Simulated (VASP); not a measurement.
Cu:

```
Cu
1.0
     2.55619    0.00000    0.00000
     1.27810    2.21373    0.00000
     1.27810    0.73791    2.08712
Cu
1
Direct
  0.00000 0.00000 0.00000
```

* Program: VASP 6.6.1
* Task: relaxation of cell and atoms
* Functional: PBEsol
* Potentials or basis: VASP PAW PBE potentials, release 64 (Cu)
* Cutoff: 600 eV
* k mesh: 10 × 10 × 10
* Occupations: gaussian, width 0.1 eV
* Spin: no spin polarisation

At the start: pressure -5.6 GPa; volume 11.81 Å³/atom.

**Question.** Where does the relaxation end?

**Answer.** Over 3 steps the energy falls by 8.1 meV/atom and the volume is 11.37 Å³/atom (-3.7 %); space group Fm-3m (No. 225, to 0.05 Å).

The path:
```tsv
step	energy change (eV)	largest force (eV/Å)	pressure (GPa)	volume (Å³)
1	0.0000	0.0000	-5.63	11.81
2	-0.0051	0.0000	3.92	11.12
3	-0.0081	0.0000	0.03	11.37
```

Final structure:
```yaml
crystal:
  lattice:
    - [2.52391, 0.00000, 0.00000]
    - [1.26196, 2.18577, 0.00000]
    - [1.26196, 0.72859, 2.06077]
  atoms:
    - { symbol: Cu, position: [0.00000, 0.00000, 0.00000] }
```

Caveat: the PAW data sets were made with another functional, which shifts forces and pressure a little.
